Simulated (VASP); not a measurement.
# AgPt3: electric field gradients with LDA

The system is AgPt3.

```xyz
4
Lattice="3.9765 0.0000 0.0000 0.0000 3.9765 0.0000 0.0000 0.0000 3.9765" Properties=species:S:1:pos:R:3 pbc="T T T"
Ag    0.0000    0.0000    0.0000
Pt    0.0000    1.9882    1.9882
Pt    1.9882    0.0000    1.9882
Pt    1.9882    1.9882    0.0000
```

```
Program                : VASP 6.6.1
Task                   : electric field gradients
Functional             : LDA
Potentials or basis    : VASP PAW LDA potentials, release 64 (Ag_sv_GW, Pt_sv_GW)
Cutoff                 : 470 eV
k mesh                 : 9 × 9 × 9
Occupations            : fermi-dirac, width 0.08 eV
Spin                   : no spin polarisation
Dipole correction      : no
Further INCAR settings : ALGO = Normal; EDIFF = 1e-08; NBANDS = 44
```

```
Pressure                                : -14.5 GPa
Band gap on the k mesh                  : zero (an odd number of electrons rules out a gap without spin polarisation)
Largest electric field gradient by atom : Ag +0.0; Pt -15.6 V/Å²
```

Levels at points of the mesh, in eV from the Fermi level:
```csv
k point,band 33,band 34,band 35,band 36,band 37,band 38,band 39,band 40
"(0.00, 0.00, 0.00)",-0.40,0.28,0.67,0.67,0.67,2.06,2.06,2.06
```

Electric field gradients, principal values (V/Å²):
```
atom  least  middle  greatest (by size)
1 Ag  0.000   0.000               0.000
2 Pt  7.811   7.811             -15.622
3 Pt  7.811   7.811             -15.622
4 Pt  7.811   7.811             -15.622
```

It took 92 s on 1 thread of Intel(R) Xeon(R) Platinum 8488C (Sapphire Rapids), on a shared host, peak memory 0.2 GiB.

Caveat: the cell stands under tension; without QUAD_EFG the Cq values of the log hold for a quadrupole moment of 1 mb, not for the nuclei; spin-orbit coupling is left out, which moves the levels of the heavy elements.
